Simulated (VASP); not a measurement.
A run of VASP 6.6.1 is set up as follows.

The input INCAR:

```
ALGO = Fast
EDIFF = 1E-7
ENCUT = 520
GGA = PE
ISIF = 2
ISMEAR = -1
LASPH = True
LCHARG = True
LELF = True
LREAL = False
LVHAR = True
LWAVE = False
NBANDS = 16
NELM = 100
PREC = Accurate
SIGMA = 0.05
```

The input KPOINTS:

```
k-points
0
Gamma
  9 9 9
```

POSCAR

```
AlRu
1.0
    2.9595459065      0.0000000000      0.0000000000
    0.0000000000      2.9595459065      0.0000000000
    0.0000000000      0.0000000000      2.9595459065
Ru Al
1 1
Direct
    0.5000000000      0.5000000000      0.5000000000
    0.0000000000      0.0000000000      0.0000000000
```

Potentials or basis: VASP PAW PBE potentials, release 64 (Ru_pv, Al).

Command:

```bash
$ cat potpaw_PBE.64/Ru_pv/POTCAR potpaw_PBE.64/Al/POTCAR > POTCAR
$ mpirun -np 1 vasp_std > vasp.out
```

(1) Estimate the pressure.

## Answers

(1) 10.0 GPa.
